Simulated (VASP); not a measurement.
# Os2O (P6_3/mmc) in VASP: notebook

The runs below take Os2O through single point, relaxation of cell and atoms, with PBE.

Everything below comes from runs of VASP 6.6.1. Logs are shortened: lines on timing, memory, paths and dates and some standing lists are left out, and cuts for length are marked.

## (1) The cell of the first run

It takes space group P6_3/mmc (No. 194, hexagonal). Conventional cell: a = 2.747 Å, b = 2.747 Å, c = 11.116 Å, α = 90.00°, β = 90.00°, γ = 120.00°. Os (site symmetry 3m) has 3 O at 2.37 Å and 9 Os at 2.58 to 2.75 Å within 3.1 Å. O (site symmetry -6m2) has 6 Os at 2.37 Å and 6 O at 2.75 Å within 3.1 Å.

## (2) Single point, PBE

Input file INCAR:

```
PREC = Accurate ; ENCUT = 520
EDIFF = 1E-7 ; ISMEAR = 0
SIGMA = 0.1 ; LREAL = F
LASPH = T ; NELM = 60
ALGO = Normal ; ISIF = 2
LWAVE = F ; LCHARG = T
GGA = PE ; LELF = T
LVHAR = T ; NBANDS = 31
```

Input file KPOINTS:

```
regular mesh
0
Gamma
  18 18 4
```

Input file POSCAR:

```
Os2O
1.0
    2.7465385125      0.0000000000      0.0000000000
   -1.3732692563      2.3785721243      0.0000000000
    0.0000000000      0.0000000000     11.1157658409
Os O
4 2
Direct
    0.3333333333      0.6666666667      0.5916077634
    0.6666666667      0.3333333333      0.0916077634
    0.3333333333      0.6666666667      0.9083922366
    0.6666666667      0.3333333333      0.4083922366
    0.3333333333      0.6666666667      0.2500000000
    0.6666666667      0.3333333333      0.7500000000
```

Potentials or basis: VASP PAW PBE potentials, release 64 (Os, O).

On the command line:

```console
> cat potpaw_PBE.64/Os/POTCAR potpaw_PBE.64/O/POTCAR > POTCAR
> mpirun -np 1 vasp_std > vasp.out
```

OUTCAR:

```text
PREC = Accurate
   ENCUT = 520
   EDIFF = 1E-7
   ISMEAR = 0
   LREAL = F
   LASPH = T
   NELM = 60
   ISIF = 2
   GGA = PE

 ion  position               nearest neighbor table
   1  0.333  0.667  0.592-   6 2.37   6 2.37   6 2.37   4 2.58   4 2.58   4 2.58
   2  0.667  0.333  0.092-   5 2.37   5 2.37   5 2.37   3 2.58   3 2.58   3 2.58
   3  0.333  0.667  0.908-   6 2.37   6 2.37   6 2.37   2 2.58   2 2.58   2 2.58
   4  0.667  0.333  0.408-   5 2.37   5 2.37   5 2.37   1 2.58   1 2.58   1 2.58
   5  0.333  0.667  0.250-   2 2.37   4 2.37   2 2.37   4 2.37   2 2.37   4 2.37
   6  0.667  0.333  0.750-   1 2.37   3 2.37   1 2.37   3 2.37   1 2.37   3 2.37

  LATTYP: Found a hexagonal cell.
 ALAT       =     2.7465385125
 C/A-ratio  =     4.0471909607

  Lattice vectors:

 A1 = (   2.7465385125,   0.0000000000,   0.0000000000)
 A2 = (  -1.3732692563,   2.3785721243,   0.0000000000)
 A3 = (   0.0000000000,   0.0000000000,  11.1157658409)

Analysis of symmetry for initial positions (statically):
=====================================================================
 Subroutine PRICEL returns:
 Original cell was already a primitive cell.

 Routine SETGRP: Setting up the symmetry group for a
 hexagonal supercell.

 Subroutine GETGRP returns: Found 24 space group operations
 (whereof 12 operations were pure point group operations)
 out of a pool of 24 trial point group operations.

The static configuration has the point symmetry D_3d.
 The point group associated with its full space group is D_6h.

Analysis of symmetry for dynamics (positions and initial velocities):
=====================================================================
 Subroutine PRICEL returns:
 Original cell was already a primitive cell.

 Routine SETGRP: Setting up the symmetry group for a
 hexagonal supercell.

 Subroutine GETGRP returns: Found 24 space group operations
 (whereof 12 operations were pure point group operations)
 out of a pool of 24 trial point group operations.

The dynamic configuration has the point symmetry D_3d.
 The point group associated with its full space group is D_6h.

 Subroutine INISYM returns: Found 24 space group operations
 (whereof 12 operations are pure point group operations),
 and found     1 'primitive' translations

----------------------------------------------------------------------------------------

                                     Primitive cell

  volume of cell :      72.6175

  direct lattice vectors                    reciprocal lattice vectors
     2.746538512  0.000000000  0.000000000     0.364094658  0.210210149  0.000000000
    -1.373269256  2.378572124  0.000000000     0.000000000  0.420420297  0.000000000
     0.000000000  0.000000000 11.115765841     0.000000000  0.000000000  0.089962312

  length of vectors
     2.746538512  2.746538513 11.115765841     0.420420297  0.420420297  0.089962312

  position of ions in fractional coordinates (direct lattice)
     0.333333333  0.666666667  0.591607763
     0.666666667  0.333333333  0.091607763
     0.333333333  0.666666667  0.908392237
     0.666666667  0.333333333  0.408392237
     0.333333333  0.666666667  0.250000000
     0.666666667  0.333333333  0.750000000

  ion indices of the primitive-cell ions
   primitive index   ion index
                 1           1
                 2           2
                 3           3
                 4           4
                 5           5
                 6           6

----------------------------------------------------------------------------------------

 KPOINTS: regular mesh

Automatic generation of k-mesh.
 Grid dimensions read from file:
 generate k-points for:   18   18    4

 Generating k-lattice:

  Cartesian coordinates                     Fractional coordinates (reciprocal lattice)
     0.020227481  0.011678342  0.000000000     0.055555556  0.000000000  0.000000000
     0.000000000  0.023356683  0.000000000     0.000000000  0.055555556  0.000000000
     0.000000000  0.000000000  0.022490578     0.000000000  0.000000000  0.250000000

  Length of vectors
     0.023356683  0.023356683  0.022490578

  Shift w.r.t. Gamma in fractional coordinates (k-lattice)
     0.000000000  0.000000000  0.000000000

 Subroutine IBZKPT returns following result:
 ===========================================

 Found    111 irreducible k-points:

 Following reciprocal coordinates:
            Coordinates               Weight
  0.000000  0.000000  0.000000      1.000000
  0.055556  0.000000  0.000000      6.000000
  0.111111  0.000000  0.000000      6.000000
  0.166667  0.000000  0.000000      6.000000
  0.222222 -0.000000  0.000000      6.000000
  0.277778  0.000000  0.000000      6.000000
[... 16 lines left out ...]
  0.333333  0.111111  0.000000     12.000000
  0.388889  0.111111  0.000000     12.000000
 [... further k-points ...]
   k-points           NKPTS =    111   k-points in BZ     NKDIM =    111   number of bands    NBANDS=     31
   number of dos      NEDOS =    301   number of ions     NIONS =      6
   total plane-waves  NPLWV =  33600
   dimension x,y,z NGX =    20 NGY =   20 NGZ =   84
   dimension x,y,z NGXF=    40 NGYF=   40 NGZF=  168
   ions per type =               4   2
   NGX,Y,Z   is equivalent  to a cutoff of  12.11, 12.11, 12.56 a.u.
   NGXF,Y,Z  is equivalent  to a cutoff of  24.21, 24.21, 25.13 a.u.
 SYSTEM =  unknown system
   PREC   = accura    normal or accurate (medium, high low for compatibility)
   ISTART =      0    job   : 0-new  1-cont  2-samecut
   ICHARG =      2    charge: 1-file 2-atom 10-const
   ISPIN  =      1    spin polarized calculation?
   LNONCOLLINEAR =      F non collinear calculations
   LSORBIT =      F    spin-orbit coupling
   LASPH  =      T    aspherical Exc in radial PAW
   ENCUT  =  520.0 eV  38.22 Ry    6.18 a.u.   5.11  5.11 20.67*2*pi/ulx,y,z
   NELM   =     60;   NELMIN=  2; NELMDL= -5     # of ELM steps
   EDIFF  = 0.1E-06   stopping-criterion for ELM
   LREAL  =      F    real-space projection
   EDIFFG = 0.1E-05   stopping-criterion for IOM
   NSW    =      0    number of steps for IOM
   IBRION =     -1    ionic relax: 0-MD 1-quasi-New 2-CG
   NFREE  =      0    steps in history (QN), initial steepest desc. (CG)
   ISIF   =      2    stress and relaxation
   ISYM   =      2    0-nonsym 1-usesym 2-fastsym
   POTIM  = 0.5000    time-step for ionic-motion
   TEBEG  =    0.0;   TEEND  =   0.0 temperature during run
   PSTRESS=    0.0 pullay stress
   NELECT =      44.0000    total number of electrons
   NUPDOWN=      -1.0000    fix difference up-down
   EMIN   =  10.00;   EMAX   =-10.00  energy-range for DOS
   EFERMI =   0.00;   METHOD = LEGACY
   ISMEAR =     0;   SIGMA  =   0.10  broadening in eV -4-tet -1-fermi 0-gaus
   EFERMI_NEDOS =   21; number of points for ismear=-14 and -15
   IALGO  =     38    algorithm
   IMIX   =      4    mixing-type and parameters
     AMIX     =   0.40;   BMIX     =  1.00
     AMIX_MAG =   1.60;   BMIX_MAG =  1.00
  volume/ion in A,a.u.               =      12.10        81.67
  Fermi-wavevector in a.u.,A,eV,Ry     =   1.385305  2.617846 26.110514  1.919069
  Thomas-Fermi vector in A             =   2.509727
   LORBIT       =      0    0 simple, 1 ext, 2 COOP (PROOUT), +10 PAW based schemes
   GGA     = PE    functional components
   LHFCALC =     F    Hartree Fock is set to
   AEXX    =    0.0000 exact exchange contribution
   IVDW    =     0    specifies the selected vdW correction
   LEPSILON=     F    determine dielectric tensor
   LRPA    =     F    only Hartree local field effects (RPA)
 non-spin polarized calculation
 Gauss-broadening in eV      SIGMA  =   0.10
  energy-cutoff  :      520.00
  volume of cell :       72.62
 maximum number of plane-waves:      1981
   NGX = 11   NGY = 11   NGZ = 41

 number of electron      43.9999989 magnetization

 Free energy of the ion-electron system (eV)
  ---------------------------------------------------
  ext. energy  EPLUGINS =         0.00000000
  ---------------------------------------------------
  free energy    TOTEN  =       -53.53043893 eV

  energy without entropy =      -53.50673145  energy(sigma->0) =      -53.51858519

 E-fermi :   8.4328     XC(G=0): -13.4529

 val. band max:        8.4322167748   @ k =   0.3333   0.1111   0.5000
 cond. band min:       8.4372009881   @ k =   0.2778   0.0556   0.5000
 fundamental gap:      0.0049842133
 Fermi energy:         8.4328048133

 k-point     1 :       0.0000    0.0000    0.0000
  band No.  band energies     occupation
      1     -11.5554      2.00000
      2     -11.4808      2.00000
      3      -2.0493      2.00000
      4      -0.5108      2.00000
      5      -0.4686      2.00000
      6       0.7829      2.00000
[... 23 lines left out ...]
     30       9.6684      0.00000
     31      10.1194      0.00000

 k-point     2 :       0.0556    0.0000    0.0000
  band No.  band energies     occupation
      1     -11.5229      2.00000
      2     -11.4523      2.00000
      3      -1.9319      2.00000
      4      -0.4147      2.00000
      5      -0.3715      2.00000
      6       0.8982      2.00000
[... 23 lines left out ...]
     30       9.7266      0.00000
     31      10.4621      0.00000

 k-point     3 :       0.1111    0.0000    0.0000
  band No.  band energies     occupation
      1     -11.4286      2.00000
      2     -11.3690      2.00000
      3      -1.5918      2.00000
      4      -0.1488      2.00000
      5      -0.1040      2.00000
      6       1.2237      2.00000
[... 23 lines left out ...]
     30      10.0030      0.00000
     31      11.1273      0.00000

 k-point     4 :       0.1667    0.0000    0.0000
  band No.  band energies     occupation
      1     -11.2821      2.00000
      2     -11.2382      2.00000
      3      -1.0688      2.00000
      4       0.2126      2.00000
      5       0.2493      2.00000
      6       1.6826      2.00000
[... 635 lines left out ...]
     30      11.1593      0.00000
     31      13.8189      0.00000

 k-point    23 :       0.3333    0.1111    0.0000
  band No.  band energies     occupation
      1     -10.5076      2.00000
      2     -10.4945      2.00000
      3       0.4936      2.00000
      4       0.6066      2.00000
      5       1.1530      2.00000
      6       1.5145      2.00000
[... 23 lines left out ...]
     30      11.6617      0.00000
     31      14.3159      0.00000

 k-point    24 :       0.3889    0.1111    0.0000
  band No.  band energies     occupation
      1     -10.4073      2.00000
      2     -10.3906      2.00000
      3       0.3354      2.00000
      4       0.4677      2.00000
      5       1.2379      2.00000
      6       1.2618      2.00000
[... 23 lines left out ...]
     30      12.6942      0.00000
     31      14.4349      0.00000

 [... further k-points ...]

------------------------ aborting loop because EDIFF is reached ----------------------------------------

  FORCE on cell =-STRESS in cart. coord.  units (eV):
  Direction    XX          YY          ZZ          XY          YZ          ZX
  --------------------------------------------------------------------------------------
  -------------------------------------------------------------------------------------
  Total        0.1495151      0.1495151     -0.0288255     -0.0000000     -0.0000000     -0.0000000
  in kB        3.2987860      3.2987860     -0.6359829     -0.0000000     -0.0000000     -0.0000000
  external PRESSURE =       1.9871963 kB  Pullay stress =       0.0000000 kB

 VOLUME and BASIS-vectors are now :
 -----------------------------------------------------------------------------
  energy-cutoff  :      520.00
  volume of cell :       72.62
      direct lattice vectors                 reciprocal lattice vectors
     2.746538512  0.000000000  0.000000000     0.364094658  0.210210149  0.000000000
    -1.373269256  2.378572124  0.000000000     0.000000000  0.420420297  0.000000000
     0.000000000  0.000000000 11.115765841     0.000000000  0.000000000  0.089962312

 POSITION                                       TOTAL-FORCE (eV/Angst)
 -----------------------------------------------------------------------------------
     -0.00000      1.58571      6.57617        -0.000000      0.000000     -0.022155
      1.37327      0.79286      1.01829         0.000000      0.000000     -0.022155
     -0.00000      1.58571     10.09748        -0.000000     -0.000000      0.022155
      1.37327      0.79286      4.53959         0.000000     -0.000000      0.022155
     -0.00000      1.58571      2.77894        -0.000000     -0.000000     -0.000000
      1.37327      0.79286      8.33682         0.000000     -0.000000     -0.000000
 -----------------------------------------------------------------------------------
    total drift:                                0.000000     -0.000000      0.000000

  FREE ENERGIE OF THE ION-ELECTRON SYSTEM (eV)
  ---------------------------------------------------
  free  energy   TOTEN  =       -53.5304389335 eV

  energy  without entropy=      -53.5067314465  energy(sigma->0) =      -53.51858519
```

It took 1.9 min on 1 thread of Intel Xeon 6975P-C (Granite Rapids), shared host; peak memory 0.32 GiB.

What came out:

```
Free energy            : -53.5304 eV
Pressure               : 0.2 GPa
Largest force          : 0.022 eV/Å
Band gap on the k mesh : zero (bands 22 and 23 overlap by 2.62 eV)
```

Forces on the atoms (eV/Å):
```
Os   0.000  0.000 -0.022
Os   0.000  0.000 -0.022
Os   0.000  0.000  0.022
Os   0.000  0.000  0.022
O    0.000  0.000  0.000
O    0.000  0.000  0.000
```

Levels at points of the mesh, in eV from the Fermi level:
```
           k point  band 18  band 19  band 20  band 21  band 22  band 23  band 24  band 25  band 26  band 27
(0.00, 0.00, 0.00)    -2.82    -2.82    -2.72    -1.60    -1.60    -0.66    -0.66     0.44     0.44     1.18
(0.50, 0.00, 0.00)    -1.21    -0.29     0.21     0.76     1.68     1.73     1.79     2.05     2.09     2.20
(0.00, 0.00, 0.50)    -2.90    -2.29    -2.29    -2.29    -2.29    -0.02    -0.02    -0.02    -0.02     1.23
(0.50, 0.00, 0.50)    -2.08     0.58     0.58     1.12     1.12     1.47     1.47     1.83     1.83     2.20
```

Caveat: spin-orbit coupling is left out, which moves the levels of the heavy elements.

[end of part 1 of 2]
